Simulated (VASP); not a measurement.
Here is a VASP 6.6.1 calculation.

INCAR

```
SYSTEM = HfB2
PREC = Accurate
ENCUT = 520
EDIFF = 1E-7
ISMEAR = 1
SIGMA = 0.1
LREAL = .False.
LASPH = .True.
NELM = 60
ALGO = Normal
ISIF = 2
LWAVE = .False.
LCHARG = .True.
GGA = PE
LELF = .True.
LVHAR = .True.
NBANDS = 15
```

Contents of KPOINTS:

```
regular mesh
0
Gamma
  11 11 9
  0 0 0
```

Contents of POSCAR:

```
HfB2
1.0
    3.1400000000      0.0000000000      0.0000000000
   -1.5700000000      2.7193200000      0.0000000000
    0.0000000000      0.0000000000      3.4800000000
Hf B
1 2
Direct
    0.0000000000      0.0000000000      0.0000000000
    0.3333333333      0.6666666667      0.5000000000
    0.6666666667      0.3333333333      0.5000000000
```

Potentials or basis: VASP PAW PBE potentials, release 64 (Hf_pv, B).

The run is started by

```console
$ cat potpaw_PBE.64/Hf_pv/POTCAR potpaw_PBE.64/B/POTCAR > POTCAR
$ mpirun -np 1 vasp_std > vasp.out
```

Task: Predict the band gap on the k mesh.

Result: Zero (band 8 reaches 8.47 eV, above the bottom of band 9 at 7.17 eV).

Task: What does it give for the pressure?

Result: 1.0 GPa.

Stress tensor (GPa, compression positive):
```
0.86 0.00 0.00
0.00 0.86 0.00
0.00 0.00 1.15
```

Caveat: spin-orbit coupling is left out, which moves the levels of the heavy elements.
